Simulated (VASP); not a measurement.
Input of a VASP 6.6.1 run:

INCAR

```
SYSTEM = Ti
PREC = Accurate
ENCUT = 520
EDIFF = 1E-7
ISMEAR = 0
SIGMA = 0.02
LREAL = .FALSE.
LASPH = .TRUE.
NELM = 100
ALGO = Normal
ISIF = 2
LWAVE = .FALSE.
LCHARG = .FALSE.
GGA = PS
NBANDS = 12
```

Contents of KPOINTS:

```
regular mesh
0
G
  11 11 11
  0 0 0
```

POSCAR

```
Ti
1.0
    0.0000000000      2.0300000000      2.0300000000
    2.0300000000      0.0000000000      2.0300000000
    2.0300000000      2.0300000000      0.0000000000
Ti
1
Direct
    0.0000000000      0.0000000000      0.0000000000
```

Potentials or basis: VASP PAW PBE potentials, release 64 (Ti_sv).

The run is started by

```bash
$ cat potpaw_PBE.64/Ti_sv/POTCAR > POTCAR
$ mpirun -np 1 vasp_std > vasp.out
```

**Question.** Estimate the pressure.

**Answer.** -1.2 GPa.

**Question.** Estimate the band gap on the k mesh.

**Answer.** Zero (band 6 reaches 9.41 eV, above the bottom of band 7 at 8.22 eV).

Caveat: the PAW data sets were made with another functional, which shifts forces and pressure a little.
